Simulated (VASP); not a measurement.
# W (Im-3m) in VASP: further runs

Runs on W. Level: PBE. Tasks: single point, relaxation of cell and atoms.

All numbers are computed with VASP 6.6.1; they aren't measurements. Logs are shortened: lines on timing, memory, paths and dates and some standing lists are left out, and cuts for length are marked.

**1. The cell of the first run**

Symmetry: Im-3m, No. 229, cubic system. Conventional cell: a = 3.152 Å, b = 3.152 Å, c = 3.152 Å, α = 90.00°, β = 90.00°, γ = 90.00°. W (site symmetry m-3m) has 14 W at 2.73 to 3.15 Å within 3.6 Å.

**2. Single point, PBE**

Input file INCAR:

```
SYSTEM = W
  ALGO = Normal
  EDIFF = 1E-7
  ENCUT = 520
  GGA = PE
  ISIF = 2
  ISMEAR = -1
  LASPH = .True.
  LCHARG = .True.
  LELF = .True.
  LREAL = .False.
  LVHAR = .True.
  LWAVE = .False.
  NBANDS = 13
  NELM = 60
  PREC = Accurate
  SIGMA = 0.05
```

Input file KPOINTS:

```
k-points
0
Gamma
  10 10 10
  0 0 0
```

Input file POSCAR:

```
W
1.0
    1.5759747965      1.5759747965      1.5759747965
   -1.5759747965      1.5759747965      1.5759747965
   -1.5759747965     -1.5759747965      1.5759747965
W
1
Direct
    0.0000000000      0.0000000000      0.0000000000
```

Potentials or basis: VASP PAW PBE potentials, release 64 (W_sv).

The run is started by

```console
$ cat potpaw_PBE.64/W_sv/POTCAR > POTCAR
$ mpirun -np 1 vasp_std > vasp.out
```

OUTCAR:

```text
SYSTEM = W
   EDIFF = 1E-7
   ENCUT = 520
   GGA = PE
   ISIF = 2
   ISMEAR = -1
   LASPH = .True.
   LREAL = .False.
   NELM = 60
   PREC = Accurate

 ion  position               nearest neighbor table
   1  0.000  0.000  0.000-

  LATTYP: Found a body centered cubic cell.
 ALAT       =     3.1519495930

  Lattice vectors:

 A1 = (   1.5759747965,  -1.5759747965,  -1.5759747965)
 A2 = (   1.5759747965,   1.5759747965,   1.5759747965)
 A3 = (  -1.5759747965,  -1.5759747965,   1.5759747965)

Analysis of symmetry for initial positions (statically):
=====================================================================
 Subroutine PRICEL returns:
 Original cell was already a primitive cell.

 Routine SETGRP: Setting up the symmetry group for a
 body centered cubic supercell.

 Subroutine GETGRP returns: Found 48 space group operations
 (whereof 48 operations were pure point group operations)
 out of a pool of 48 trial point group operations.

The static configuration has the point symmetry O_h .

Analysis of symmetry for dynamics (positions and initial velocities):
=====================================================================
 Subroutine PRICEL returns:
 Original cell was already a primitive cell.

 Routine SETGRP: Setting up the symmetry group for a
 body centered cubic supercell.

 Subroutine GETGRP returns: Found 48 space group operations
 (whereof 48 operations were pure point group operations)
 out of a pool of 48 trial point group operations.

The dynamic configuration has the point symmetry O_h .

 Subroutine INISYM returns: Found 48 space group operations
 (whereof 48 operations are pure point group operations),
 and found     1 'primitive' translations

----------------------------------------------------------------------------------------

                                     Primitive cell

  volume of cell :      15.6570

  direct lattice vectors                    reciprocal lattice vectors
     1.575974796  1.575974796  1.575974796     0.317263957  0.000000000  0.317263957
    -1.575974796  1.575974796  1.575974796    -0.317263957  0.317263957  0.000000000
    -1.575974796 -1.575974796  1.575974796     0.000000000 -0.317263957  0.317263957

  length of vectors
     2.729668419  2.729668419  2.729668419     0.448678991  0.448678991  0.448678991

  position of ions in fractional coordinates (direct lattice)
     0.000000000  0.000000000  0.000000000

  ion indices of the primitive-cell ions
   primitive index   ion index
                 1           1

----------------------------------------------------------------------------------------

 KPOINTS: k-points

Automatic generation of k-mesh.
 Grid dimensions read from file:
 generate k-points for:   10   10   10

 Generating k-lattice:

  Cartesian coordinates                     Fractional coordinates (reciprocal lattice)
     0.031726396  0.000000000  0.031726396     0.100000000  0.000000000  0.000000000
    -0.031726396  0.031726396  0.000000000     0.000000000  0.100000000  0.000000000
     0.000000000 -0.031726396  0.031726396     0.000000000  0.000000000  0.100000000

  Length of vectors
     0.044867899  0.044867899  0.044867899

  Shift w.r.t. Gamma in fractional coordinates (k-lattice)
     0.000000000  0.000000000  0.000000000

 Subroutine IBZKPT returns following result:
 ===========================================

 Found     47 irreducible k-points:

 Following reciprocal coordinates:
            Coordinates               Weight
  0.000000  0.000000  0.000000      1.000000
  0.100000  0.000000  0.000000     12.000000
  0.200000  0.000000  0.000000     12.000000
  0.300000  0.000000  0.000000     12.000000
  0.400000  0.000000  0.000000     12.000000
  0.500000  0.000000  0.000000      6.000000
[... 16 lines left out ...]
  0.100000  0.300000  0.100000      8.000000
  0.500000  0.300000  0.100000     24.000000
 [... further k-points ...]
   k-points           NKPTS =     47   k-points in BZ     NKDIM =     47   number of bands    NBANDS=     13
   number of dos      NEDOS =    301   number of ions     NIONS =      1
   total plane-waves  NPLWV =   8000
   dimension x,y,z NGX =    20 NGY =   20 NGZ =   20
   dimension x,y,z NGXF=    40 NGYF=   40 NGZF=   40
   ions per type =               1
   NGX,Y,Z   is equivalent  to a cutoff of  12.18, 12.18, 12.18 a.u.
   NGXF,Y,Z  is equivalent  to a cutoff of  24.36, 24.36, 24.36 a.u.
 SYSTEM =  W
   PREC   = accura    normal or accurate (medium, high low for compatibility)
   ISTART =      0    job   : 0-new  1-cont  2-samecut
   ICHARG =      2    charge: 1-file 2-atom 10-const
   ISPIN  =      1    spin polarized calculation?
   LNONCOLLINEAR =      F non collinear calculations
   LSORBIT =      F    spin-orbit coupling
   LASPH  =      T    aspherical Exc in radial PAW
   ENCUT  =  520.0 eV  38.22 Ry    6.18 a.u.   5.08  5.08  5.08*2*pi/ulx,y,z
   NELM   =     60;   NELMIN=  2; NELMDL= -5     # of ELM steps
   EDIFF  = 0.1E-06   stopping-criterion for ELM
   LREAL  =      F    real-space projection
   EDIFFG = 0.1E-05   stopping-criterion for IOM
   NSW    =      0    number of steps for IOM
   IBRION =     -1    ionic relax: 0-MD 1-quasi-New 2-CG
   NFREE  =      0    steps in history (QN), initial steepest desc. (CG)
   ISIF   =      2    stress and relaxation
   ISYM   =      2    0-nonsym 1-usesym 2-fastsym
   POTIM  = 0.5000    time-step for ionic-motion
   TEBEG  =    0.0;   TEEND  =   0.0 temperature during run
   PSTRESS=    0.0 pullay stress
   NELECT =      14.0000    total number of electrons
   NUPDOWN=      -1.0000    fix difference up-down
   EMIN   =  10.00;   EMAX   =-10.00  energy-range for DOS
   EFERMI =   0.00;   METHOD = LEGACY
   ISMEAR =    -1;   SIGMA  =   0.05  broadening in eV -4-tet -1-fermi 0-gaus
   EFERMI_NEDOS =   21; number of points for ismear=-14 and -15
   IALGO  =     38    algorithm
   IMIX   =      4    mixing-type and parameters
     AMIX     =   0.40;   BMIX     =  1.00
     AMIX_MAG =   1.60;   BMIX_MAG =  1.00
  volume/ion in A,a.u.               =      15.66       105.66
  Fermi-wavevector in a.u.,A,eV,Ry     =   1.577181  2.980440 33.844497  2.487500
  Thomas-Fermi vector in A             =   2.677902
   LORBIT       =      0    0 simple, 1 ext, 2 COOP (PROOUT), +10 PAW based schemes
   GGA     = PE    functional components
   LHFCALC =     F    Hartree Fock is set to
   AEXX    =    0.0000 exact exchange contribution
   IVDW    =     0    specifies the selected vdW correction
   LEPSILON=     F    determine dielectric tensor
   LRPA    =     F    only Hartree local field effects (RPA)
 non-spin polarized calculation
  energy-cutoff  :      520.00
  volume of cell :       15.66
 maximum number of plane-waves:       435
   NGX = 11   NGY = 11   NGZ = 11

 number of electron      14.0000005 magnetization

 Free energy of the ion-electron system (eV)
  ---------------------------------------------------
  ext. energy  EPLUGINS =         0.00000000
  ---------------------------------------------------
  free energy    TOTEN  =       -12.93373514 eV

  energy without entropy =      -12.92952326  energy(sigma->0) =      -12.93162920

 E-fermi :  11.7639     XC(G=0): -13.7137

 val. band max:       11.6739932108   @ k =   0.5000   0.2000   0.2000
 cond. band min:      11.8439537044   @ k =   0.2000   0.1000   0.0000
 fundamental gap:      0.1699604936
 Fermi energy:        11.7638529008

 k-point     1 :       0.0000    0.0000    0.0000
  band No.  band energies     occupation
      1     -62.5614      2.00000
      2     -26.1030      2.00000
      3     -26.1030      2.00000
      4     -26.1030      2.00000
      5       1.9185      2.00000
      6      10.3637      2.00000
      7      10.3637      2.00000
      8      10.3637      2.00000
      9      13.9079      0.00000
     10      13.9079      0.00000
     11      26.1704      0.00000
     12      26.1704      0.00000
     13      26.1704      0.00000

 k-point     2 :       0.1000    0.0000    0.0000
  band No.  band energies     occupation
      1     -62.5479      2.00000
      2     -26.2412      2.00000
      3     -26.1461      2.00000
      4     -26.1037      2.00000
      5       2.4013      2.00000
      6      10.0747      2.00000
      7      10.2794      2.00000
      8      10.8365      2.00000
      9      13.4969      0.00000
     10      13.9141      0.00000
     11      26.5607      0.00000
     12      26.9933      0.00000
     13      27.3010      0.00000

 k-point     3 :       0.2000    0.0000    0.0000
  band No.  band energies     occupation
      1     -62.5126      2.00000
      2     -26.5916      2.00000
      3     -26.2572      2.00000
      4     -26.1057      2.00000
      5       3.6509      2.00000
      6       9.3986      2.00000
      7       9.8966      2.00000
      8      12.2030      0.00031
      9      13.1647      0.00000
     10      13.9968      0.00000
     11      26.9236      0.00000
     12      28.8635      0.00000
     13      29.2525      0.00000
[... 305 lines left out ...]
 k-point    23 :       0.1000    0.3000    0.1000
  band No.  band energies     occupation
      1     -62.4941      2.00000
      2     -26.7855      2.00000
      3     -26.2068      2.00000
      4     -26.2068      2.00000
      5       4.4342      2.00000
      6       9.0784      2.00000
      7       9.0784      2.00000
      8      13.7088      0.00000
      9      13.7302      0.00000
     10      13.7302      0.00000
     11      27.9544      0.00000
     12      28.4800      0.00000
     13      28.4800      0.00000

 k-point    24 :       0.5000    0.3000    0.1000
  band No.  band energies     occupation
      1     -62.3984      2.00000
      2     -27.2014      2.00000
      3     -26.8072      2.00000
      4     -26.3202      2.00000
      5       7.1813      2.00000
      6       8.0436      2.00000
      7       9.4960      2.00000
      8      13.0634      0.00000
      9      14.7882      0.00000
     10      19.0926      0.00000
     11      22.6540      0.00000
     12      26.5850      0.00000
     13      29.4556      0.00000

 [... further k-points ...]
[... 5 lines left out ...]
  --------------------------------------------------------------------------------------
  -------------------------------------------------------------------------------------
  Total        1.0376022      1.0376022      1.0376022     -0.0000000     -0.0000000      0.0000000
  in kB      106.1777911    106.1777911    106.1777911     -0.0000000     -0.0000000      0.0000000
  external PRESSURE =     106.1777911 kB  Pullay stress =       0.0000000 kB

 VOLUME and BASIS-vectors are now :
 -----------------------------------------------------------------------------
  energy-cutoff  :      520.00
  volume of cell :       15.66
      direct lattice vectors                 reciprocal lattice vectors
     1.575974796  1.575974796  1.575974796     0.317263957  0.000000000  0.317263957
    -1.575974796  1.575974796  1.575974796    -0.317263957  0.317263957  0.000000000
    -1.575974796 -1.575974796  1.575974796     0.000000000 -0.317263957  0.317263957

 POSITION                                       TOTAL-FORCE (eV/Angst)
 -----------------------------------------------------------------------------------
      0.00000      0.00000      0.00000         0.000000      0.000000     -0.000000
 -----------------------------------------------------------------------------------
    total drift:                               -0.000000      0.000000      0.000000

  FREE ENERGIE OF THE ION-ELECTRON SYSTEM (eV)
  ---------------------------------------------------
  free  energy   TOTEN  =       -12.9337351399 eV

  energy  without entropy=      -12.9295232632  energy(sigma->0) =      -12.93162920
```

It took 14 s on 1 thread of Intel Xeon 8259CL, shared host; peak memory 0.13 GiB.

Results:

| Property | Result |
| --- | --- |
| Free energy | -12.9337 eV |
| Pressure | 10.6 GPa |
| Band gap on the k mesh | zero (band 7 reaches 16.87 eV, above the bottom of band 8 at 10.36 eV) |

Levels at points of the mesh, in eV from the Fermi level:
| k point | band 4 | band 5 | band 6 | band 7 | band 8 | band 9 | band 10 | band 11 |
| --- | --- | --- | --- | --- | --- | --- | --- | --- |
| (0.00, 0.00, 0.00) | -37.87 | -9.85 | -1.40 | -1.40 | -1.40 | 2.14 | 2.14 | 14.41 |
| (0.50, 0.00, 0.00) | -37.87 | -6.50 | -3.78 | 0.58 | 2.04 | 3.04 | 6.11 | 11.14 |
| (0.50, 0.50, 0.50) | -38.80 | -6.08 | -6.08 | 5.10 | 5.10 | 5.10 | 8.21 | 8.21 |

Caveat: spin-orbit coupling is left out, which moves the levels of the heavy elements.

**3. Relaxation of cell and atoms, PBE**

This run uses another cell than the first one, of 15.78 Å³/atom, 1.008 times its volume.

Input file INCAR:

```
PREC     = Accurate       # precision mode
ENCUT    = 600            # plane-wave cutoff, eV
EDIFF    = 1E-7           # SCF threshold, eV
ISMEAR   = -1             # smearing method
SIGMA    = 0.05           # smearing width, eV
LREAL    = False          # projectors in reciprocal space
LASPH    = True           # aspherical terms in the spheres
NELM     = 80             # most SCF steps
ALGO     = Normal         # electronic algorithm
ISIF     = 3              # what is computed and relaxed
LWAVE    = False          # write WAVECAR
LCHARG   = False          # write CHGCAR
GGA      = PE             # functional
IBRION   = 2              # ionic algorithm
NSW      = 50             # ionic steps
EDIFFG   = -0.01          # ionic threshold
```

Input file KPOINTS:

```
regular mesh
0
Gamma
  10 10 10
```

Input file POSCAR:

```
W
1.0
    1.5800000000      1.5800000000      1.5800000000
   -1.5800000000      1.5800000000      1.5800000000
   -1.5800000000     -1.5800000000      1.5800000000
W
1
Direct
    0.0000000000      0.0000000000      0.0000000000
```

Potentials or basis: VASP PAW PBE potentials, release 64 (W_sv).

The run is started by

```console
$ cat potpaw_PBE.64/W_sv/POTCAR > POTCAR
$ mpirun -np 1 vasp_std > vasp.out
```

OUTCAR:

```text
PREC = Accurate
   ENCUT = 600
   EDIFF = 1E-7
   ISMEAR = -1
   LREAL = False
   LASPH = True
   NELM = 80
   ISIF = 3
   GGA = PE
   IBRION = 2
   NSW = 50
   EDIFFG = -0.01

 ion  position               nearest neighbor table
   1  0.000  0.000  0.000-

  LATTYP: Found a body centered cubic cell.
 ALAT       =     3.1600000000

  Lattice vectors:

 A1 = (   1.5800000000,  -1.5800000000,  -1.5800000000)
 A2 = (   1.5800000000,   1.5800000000,   1.5800000000)
 A3 = (  -1.5800000000,  -1.5800000000,   1.5800000000)

Analysis of symmetry for initial positions (statically):
=====================================================================
 Subroutine PRICEL returns:
 Original cell was already a primitive cell.

[... 286 lines left out ...]
 cond. band min:      11.3672401075   @ k =   0.2000   0.1000   0.0000
 fundamental gap:      0.1531804591
 Fermi energy:        11.2994737601

 k-point     1 :       0.0000    0.0000    0.0000
  band No.  band energies     occupation
      1     -63.0685      2.00000
      2     -26.6579      2.00000
      3     -26.6579      2.00000
      4     -26.6579      2.00000
      5       1.6303      2.00000
      6       9.9516      2.00000
      7       9.9516      2.00000
      8       9.9516      2.00000
      9      13.3641      0.00000
     10      13.3641      0.00000
     11      25.6287      0.00000
[... 309 lines left out ...]
 k-point    24 :       0.5000    0.3000    0.1000
  band No.  band energies     occupation
      1     -62.9274      2.00000
      2     -27.6452      2.00000
      3     -27.2913      2.00000
      4     -26.8536      2.00000
      5       6.8413      2.00000
      6       7.7197      2.00000
      7       9.0971      2.00000
      8      12.5451      0.00000
      9      14.1789      0.00000
     10      18.2919      0.00000
     11      21.7896      0.00000

 [... further k-points ...]
[... 5 lines left out ...]
  --------------------------------------------------------------------------------------
  -------------------------------------------------------------------------------------
  Total       -0.0014906     -0.0014906     -0.0014906      0.0000000     -0.0000000      0.0000000
  in kB       -0.1476707     -0.1476707     -0.1476707      0.0000000     -0.0000000      0.0000000
  external PRESSURE =      -0.1476707 kB  Pullay stress =       0.0000000 kB
[... 16 lines left out ...]
  FREE ENERGIE OF THE ION-ELECTRON SYSTEM (eV)
  ---------------------------------------------------
  free  energy   TOTEN  =       -12.9506255738 eV

  energy  without entropy=      -12.9460720334  energy(sigma->0) =      -12.94834880

 reached required accuracy - stopping structural energy minimisation
```

OSZICAR:

```text
N       E                     dE             d eps       ncg     rms          rms(c)
DAV:   1     0.851385195152E+02    0.85139E+02   -0.86476E+03  1034   0.159E+03
DAV:   2    -0.117808392844E+02   -0.96919E+02   -0.93724E+02  1124   0.359E+02
[... 34 lines left out ...]
   3 F= -.12950611E+02 E0= -.12948329E+02  d E =-.962175E-02
       N       E                     dE             d eps       ncg     rms          rms(c)
DAV:   1    -0.129507328864E+02   -0.12179E-03   -0.25298E-03  1058   0.796E-01    0.132E-01
DAV:   2    -0.129506399283E+02    0.92958E-04   -0.13707E-04  1049   0.160E-01    0.303E-02
DAV:   3    -0.129506243369E+02    0.15591E-04   -0.44936E-05  1076   0.885E-02    0.239E-02
DAV:   4    -0.129506256489E+02   -0.13120E-05   -0.10649E-06  1055   0.140E-02    0.295E-03
DAV:   5    -0.129506255738E+02    0.75125E-07   -0.84601E-08   628   0.387E-03
   4 F= -.12950626E+02 E0= -.12948349E+02  d E =-.963620E-02
```

Wall time 35 s (1 thread of Intel Xeon 8259CL, shared host); peak memory 0.15 GiB.

Results:

```yaml
Free_energy: -12.9506 eV
Relaxed_volume: 16.17 Å³/atom
Relaxed_cell: a = 2.759 Å, b = 2.759 Å, c = 2.759 Å, α = 70.53°, β = 109.47°, γ = 70.53°
Space_group_after_relaxing_to_0.05_Å: Im-3m (No. 229)
Energy_gained_by_relaxing: 9.6 meV/atom
Ionic_steps: 4
Pressure_after_relaxing: 0.0 GPa
Band_gap_on_the_k_mesh: zero (band 7 reaches 16.17 eV, above the bottom of band 8 at 9.95 eV)
```

The path:
| step | energy change (eV) | largest force (eV/Å) | pressure (GPa) | volume (Å³) |
| --- | --- | --- | --- | --- |
| 1 | 0.0000 | 0.0000 | 8.02 | 15.78 |
| 2 | 0.1017 | 0.0000 | -22.28 | 17.65 |
| 3 | -0.0096 | 0.0000 | -0.29 | 16.19 |
| 4 | -0.0096 | 0.0000 | -0.01 | 16.17 |

Final structure:
```yaml
crystal:
  lattice:
    - [1.59307, 1.59307, 1.59307]
    - [-1.59307, 1.59307, 1.59307]
    - [-1.59307, -1.59307, 1.59307]
  atoms:
    - { symbol: W, position: [0.00000, 0.00000, 0.00000] }
```

Caveat: spin-orbit coupling is left out, which moves the levels of the heavy elements.

(Continued in part 2 of 2.)
